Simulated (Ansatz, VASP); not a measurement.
Se in VASP and in Ansatz

```
Se
1.0
     5.66200    3.26896    1.47139
    -5.66200    3.26896    1.47139
     0.00000   -6.53791    1.47139
Se
6
Cartesian
  0.6690 -4.5543 2.0031
  3.6096 2.8565 2.0031
  -4.2786 1.6978 2.0031
  -0.6690 4.5543 2.4111
  -3.6096 -2.8565 2.4111
  4.2786 -1.6978 2.4111
```

Change from the starting cell: volume scaled by 0.99, crystal datasets.

Alike in both runs: task electric field gradients; functional PBEsol; k mesh 6 × 6 × 6; occupations fermi-dirac, width 0.01 eV; no spin polarisation.

```csv
,VASP,Ansatz
version,VASP 6.6.1,Ansatz 0.2.0
potentials or method,"VASP PAW PBE potentials, release 64 (Se), cutoff 520 eV","all-electron PAW with datasets made for the crystal, scalar-relativistic"
```

|  | VASP | Ansatz | Ansatz less VASP |
| --- | --- | --- | --- |
| gap on the k mesh at the Fermi level (eV) | 1.14 | 1.15 | +0.012 |
| pressure (GPa) | 0.9 | 0.7 | -0.21 |
| traceless stress, the component that is largest in VASP (GPa) | -0.14 | -0.06 | +0.078 |
| rms of the force components (eV/Å) | 0.292 | 0.259 | -0.0328 |
| size of Vzz on the site where it differs most (V/Å²) | 540.0 | 564.6 | +24.68 |

VASP's potentials were made for PBE, not for PBEsol. Atom by atom the forces differ by 0.034 eV/Å (rms over components). Ansatz ran all-electron here, and VASP with PAW potentials.
